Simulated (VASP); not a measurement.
A run of VASP 6.6.1:

The input INCAR:

```
PREC = Accurate ; ENCUT = 600
EDIFF = 1E-6 ; ISMEAR = 0
SIGMA = 0.1 ; LREAL = F
LASPH = T ; NELM = 60
ALGO = Fast ; ISIF = 3
LWAVE = F ; LCHARG = F
GGA = PE ; IBRION = 2
NSW = 100 ; EDIFFG = -0.01
```

The input KPOINTS:

```
Automatic mesh
0
Gamma
  20 20 20
```

Contents of POSCAR:

```
Sn
1.0
   -1.9476799501      1.9476799501      1.8147024898
    1.9476799501     -1.9476799501      1.8147024898
    1.9476799501      1.9476799501     -1.8147024898
Sn
1
Direct
    0.5000000000      0.5000000000      0.0000000000
```

Potentials or basis: VASP PAW PBE potentials, release 64 (Sn_d).

The run is started by

```bash
$ cat potpaw_PBE.64/Sn_d/POTCAR > POTCAR
$ mpirun -np 1 vasp_std > vasp.out
```

Hardware: 1 thread of Intel(R) Xeon(R) Platinum 8559C (Emerald Rapids) (shared host).

Problem. How long does it take, and how much memory?

Solution. It took 20 min on 1 thread of Intel(R) Xeon(R) Platinum 8559C (Emerald Rapids), on a shared host, peak memory 0.39 GiB. Counts: scf iterations 138, k points 641, ion steps 20.
